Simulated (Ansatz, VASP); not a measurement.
**Two plane-wave programs on CaO**

POSCAR

```
CaO
1.0
    3.3850499708      0.0000000000      0.0000000000
   -1.6925249854      2.9315392678      0.0000000000
    0.0000000000      0.0000000000      5.9283435422
Ca O
2 2
Direct
    0.0000000000      0.0000000000      0.0000000000
    0.0000000000      0.0000000000      0.5000000000
    0.3333333333      0.6666666667      0.2500000000
    0.6666666667      0.3333333333      0.7500000000
```

INCAR.step1

```
PREC = Accurate ; ENCUT = 520
ISMEAR = 0 ; SIGMA = 0.01
LREAL = F ; LASPH = T
NELM = 100 ; NBANDS = 24
GGA = PE ; ALGO = Normal
EDIFF = 1E-4 ; LWAVE = T
LCHARG = F
```

Contents of INCAR.step2:

```
PREC = Accurate ; ENCUT = 520
EDIFF = 1E-6 ; ISMEAR = 0
SIGMA = 0.01 ; LREAL = F
LASPH = T ; NELM = 100
ALGO = Normal ; ISIF = 2
LWAVE = F ; LCHARG = T
METAGGA = R2SCAN ; LMIXTAU = T
LELF = T ; LVHAR = T
NBANDS = 24 ; ISTART = 1
```

Contents of KPOINTS:

```
regular mesh
0
Gamma
  9 9 4
```

Input for Ansatz:

```yaml
crystal:
  lattice:
    - [3.3850499708, 0.0, 0.0]
    - [-1.6925249854, 2.9315392678, 0.0]
    - [0.0, 0.0, 5.9283435422]
  atoms:
    - { symbol: Ca, position: [0.0, 0.0, 0.0] }
    - { symbol: Ca, position: [0.0, 0.0, 0.5] }
    - { symbol: O, position: [0.3333333333, 0.6666666667, 0.25] }
    - { symbol: O, position: [0.6666666667, 0.3333333333, 0.75] }
kpoints:
  mp_grid: { grid: [9, 9, 4] }
hamiltonian:
  xc: r2scan
scf:
  occupations: { method: fixed }
  n_extra_bands: 5
output:
  forces: true
  stress: true
  eigenvalues: true
```

Alike in both runs: task single point; functional r2SCAN; k mesh 9 × 9 × 4; no spin polarisation.

|  | VASP | Ansatz |
| --- | --- | --- |
| version | VASP 6.6.1 | Ansatz 0.2.0 |
| potentials or method | VASP PAW PBE potentials, release 64 (Ca_sv, O) | plane waves, PAW |
| plane-wave cutoff (eV) | 520 | 500 |
| occupations | gaussian, width 0.01 eV | fixed |
| valence electrons in the cell | 32 | 32 |

VASP gave:

* gap on the k mesh at the Fermi level (eV): 4.29
* pressure (GPa): -5.0
* traceless stress, the component that is largest in VASP (GPa): -0.23

Q: Which values does Ansatz return?

A: gap on the k mesh at the Fermi level (eV): 4.29; pressure (GPa): -5.8; traceless stress, the component that is largest in VASP (GPa): -0.33.

VASP's potentials were made for PBE, not for r2SCAN.
